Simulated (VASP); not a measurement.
The system is GaP.

```
Ga P
1.0
     0.00000    2.70696    2.70696
     2.70696    0.00000    2.70696
     2.70696    2.70696    0.00000
Ga P
1 1
Cartesian
  0.0000 0.0000 0.0000
  4.0604 4.0604 4.0604
```

Program: VASP 6.6.1. Alike in all runs: task single point; potentials or basis VASP PAW PBE potentials, release 64 (Ga_d, P); no spin polarisation; cell as given; smearing fermi-dirac 0.05 eV.

Task: Order these runs on this cell by their pressure, lowest first.
A. level r2SCAN+D4; k mesh 8 × 8 × 8; cutoff (eV) 520
B. level b88 exchange, pbe correlation; k mesh 8 × 8 × 8; cutoff (eV) 500
C. level HF; k mesh 4 × 4 × 4; cutoff (eV) 520; grid for exact exchange (PRECFOCK) Normal; share of exact exchange 1

Result: A (0.8 GPa), B (4.1 GPa), C (7.6 GPa).

Caveats: some runs use coarse meshes; the PAW data sets were made with another functional, which shifts forces and pressure a little; the cell stands under pressure (at least some runs).
